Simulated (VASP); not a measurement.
WS2: single point with PBE

The system is WS2.

```
W S
1.0
     3.16942    0.00000    0.00000
    -1.58471    2.74480    0.00000
     0.00000    0.00000   12.58358
W S
2 4
Direct
  0.33333 0.66667 0.25000
  0.66667 0.33333 0.75000
  0.33333 0.66667 0.62498
  0.66667 0.33333 0.12498
  0.33333 0.66667 0.87502
  0.66667 0.33333 0.37502
```

```yaml
Program: VASP 6.6.1
Task: single point
Functional: PBE
Potentials_or_basis: VASP PAW PBE potentials, release 64 (W_sv, S)
Cutoff: 500 eV
k_mesh: 8 × 8 × 2
Occupations: gaussian, width 0.05 eV
Spin: collinear spin
Starting_moments: "[0.05, -0.05, 0.0, 0.0, 0.0, 0.0] μB"
```

```yaml
Pressure: 2.1 GPa
Band_gap_on_the_k_mesh: 1.24 eV (least direct gap 2.24 eV)
Net_moment: 0.00 μB per cell
Valence_electrons_inside_the_program's_atomic_spheres: W 12.02; S 3.72
```

Levels at points of the mesh, in eV from the valence-band top:
Spin up:
```tsv
k point	band 22	band 23	band 24	band 25	band 26	band 27	band 28	band 29	band 30	band 31
(0.00, 0.00, 0.00)	-2.12	-2.12	-1.59	-1.08	0.00	2.35	2.35	2.36	2.36	2.42
(0.50, 0.00, 0.00)	-2.68	-1.88	-1.73	-1.60	-1.45	2.34	2.38	2.66	2.90	3.20
(0.00, 0.00, 0.50)	-2.14	-2.14	-2.14	-0.31	-0.31	2.35	2.35	2.35	2.35	2.50
(0.50, 0.00, 0.50)	-2.78	-1.81	-1.81	-1.51	-1.51	2.36	2.36	2.80	2.80	3.49
```
Spin down:
```csv
k point,band 23,band 24,band 25,band 26,band 27,band 28,band 29,band 30
"(0.00, 0.00, 0.00)",-2.12,-1.59,-1.08,0.00,2.35,2.35,2.36,2.36
"(0.50, 0.00, 0.00)",-1.88,-1.73,-1.60,-1.45,2.34,2.38,2.66,2.90
"(0.00, 0.00, 0.50)",-2.14,-2.14,-0.31,-0.31,2.35,2.35,2.35,2.35
"(0.50, 0.00, 0.50)",-1.81,-1.81,-1.51,-1.51,2.36,2.36,2.80,2.80
```

It took 2.7 min on 1 thread of Oxide Virtual Turin-like Processor, on a shared host, peak memory 0.29 GiB.

Caveat: spin-orbit coupling is left out, which moves the levels of the heavy elements; this functional lacks dispersion, which binds layers or chains, so the pressure and a relaxed spacing across them are unreliable. A k mesh can miss the band edges.
